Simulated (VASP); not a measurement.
A run of VASP 6.6.1 is set up as follows.

File INCAR:

```
SYSTEM = Au
PREC     = Accurate       ! precision mode
ENCUT    = 500            ! plane-wave cutoff, eV
EDIFF    = 1E-6           ! SCF threshold, eV
ISMEAR   = 0              ! smearing method
SIGMA    = 0.15           ! smearing width, eV
LREAL    = .False.        ! projectors in reciprocal space
LASPH    = .True.         ! aspherical terms in the spheres
NELM     = 120            ! most SCF steps
ALGO     = Normal         ! electronic algorithm
ISIF     = 2              ! what is computed and relaxed
LWAVE    = .False.        ! write WAVECAR
LCHARG   = .True.         ! write CHGCAR
GGA      = PS             ! functional
LELF     = .True.         ! ELF
LVHAR    = .True.       
NBANDS   = 12             ! bands
GGA_COMPAT= .False.
```

File KPOINTS:

```
Automatic mesh
0
Gamma
  26 26 26
  0 0 0
```

POSCAR

```
Au
1.0
    0.0000000000      2.0827730730      2.0419343853
    2.0419343853      0.0000000000      2.0419343853
    2.0419343853      2.0827730730      0.0000000000
Au
1
Direct
    0.0000000000      0.0000000000      0.0000000000
```

Potentials or basis: VASP PAW PBE potentials, release 64 (Au).

The run is started by

```sh
$ cat potpaw_PBE.64/Au/POTCAR > POTCAR
$ mpirun -np 1 vasp_std > vasp.out
```

Question: Predict the pressure.

Answer: -3.6 GPa.

Stress tensor (GPa, compression positive):
```
-3.42  0.00  0.00
 0.00 -4.08  0.00
 0.00  0.00 -3.42
```

Caveat: the cell differs from its parent crystal (strain +0.0200 x Voigt [0, 1, 0, 0, 0, 0]); the PAW data sets were made with another functional, which shifts forces and pressure a little.
